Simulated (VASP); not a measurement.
Al12H: relaxation of the atoms with PBE

System: Al12H, a slab with vacuum.

```
Al H
1.0
     5.71430    0.00000    0.00000
    -2.85715    4.94873    0.00000
     0.00000    0.00000   20.10164
Al H
12 1
Cartesian
  1.4286 0.8248 4.0000
  0.0000 3.2992 4.0000
  4.2857 0.8248 4.0000
  2.8572 3.2992 4.0000
  0.0000 1.6496 6.3009
  -1.4286 4.1239 6.3009
  2.8572 1.6496 6.3009
  1.4286 4.1239 6.3009
  0.0000 0.0000 8.6016
  -1.4286 2.4744 8.6016
  2.8572 0.0000 8.6016
  1.4286 2.4744 8.6016
  0.9524 0.8248 9.6290
```

```yaml
Program: VASP 6.6.1
Task: relaxation of the atoms
Functional: PBE
Potentials_or_basis: VASP PAW PBE potentials, release 64 (Al, H)
Cutoff: 450 eV
k_mesh: 6 × 6 × 1
Occupations: gaussian, width 0.1 eV
Spin: no spin polarisation
Dipole_correction: yes
Atoms_held_fixed_from_0: "[0, 1, 2, 3, 4, 5, 6, 7, 8, 9, 10, 11]"
Further_INCAR_settings: ALGO = Normal; EDIFF = 1e-07; NELMDL = -8; IBRION = 2; EDIFFG = -0.025; NSW = 36
Atoms_held_along_some_axes_from_0: atom 12 along a and b
```

```
Energy gained by relaxing : 2.6 meV/atom
Ionic steps               : 4
Band gap on the k mesh    : zero (an odd number of electrons rules out a gap without spin polarisation)
```

Step by step:
```
step  energy change (eV)  largest force on free atoms (eV/Å)  pressure (GPa)
   1              0.0000                              0.5454           -0.27
   2             -0.0128                              0.4272           -0.30
   3             -0.0329                              0.0871           -0.39
   4             -0.0338                              0.0039           -0.41
```

Final structure:
```cif
data_structure
_symmetry_space_group_name_H-M 'P 1'
_symmetry_Int_Tables_number 1
_cell_length_a 5.7143
_cell_length_b 5.7143
_cell_length_c 20.1016
_cell_angle_alpha 90.000
_cell_angle_beta 90.000
_cell_angle_gamma 120.000
_cell_volume 568.45
loop_
_atom_site_label
_atom_site_type_symbol
_atom_site_fract_x
_atom_site_fract_y
_atom_site_fract_z
_atom_site_occupancy
Al1 Al 0.33333 0.16667 0.19899 1
Al2 Al 0.33333 0.66667 0.19899 1
Al3 Al 0.83333 0.16667 0.19899 1
Al4 Al 0.83333 0.66667 0.19899 1
Al5 Al 0.16667 0.33333 0.31345 1
Al6 Al 0.16667 0.83333 0.31345 1
Al7 Al 0.66667 0.33333 0.31345 1
Al8 Al 0.66667 0.83333 0.31345 1
Al9 Al 0.00000 0.00000 0.42791 1
Al10 Al 0.00000 0.50000 0.42791 1
Al11 Al 0.50000 0.00000 0.42791 1
Al12 Al 0.50000 0.50000 0.42791 1
H1 H 0.25000 0.16667 0.48526 1
```

Levels at points of the mesh, in eV from the Fermi level:
```
           k point  band 15  band 16  band 17  band 18  band 19  band 20  band 21  band 22
(0.00, 0.00, 0.00)    -2.78    -2.76    -1.49    -0.48    -0.44    -0.27    -0.22    -0.17
(0.50, 0.00, 0.00)    -0.68    -0.52    -0.46    -0.25     0.33     0.91     1.10     1.22
(0.00, 0.50, 0.00)    -0.65    -0.52    -0.39    -0.25     0.31     0.90     0.96     1.24
(0.50, 0.50, 0.00)    -0.65    -0.53    -0.33    -0.25     0.38     0.89     0.94     1.21
```

Wall time 5.4 min on 4 MPI ranks on Intel(R) Xeon(R) Platinum 8259CL CPU @ 2.50GHz (Skylake/Cascade Lake), on a shared host, peak memory 0.65 GiB a rank.
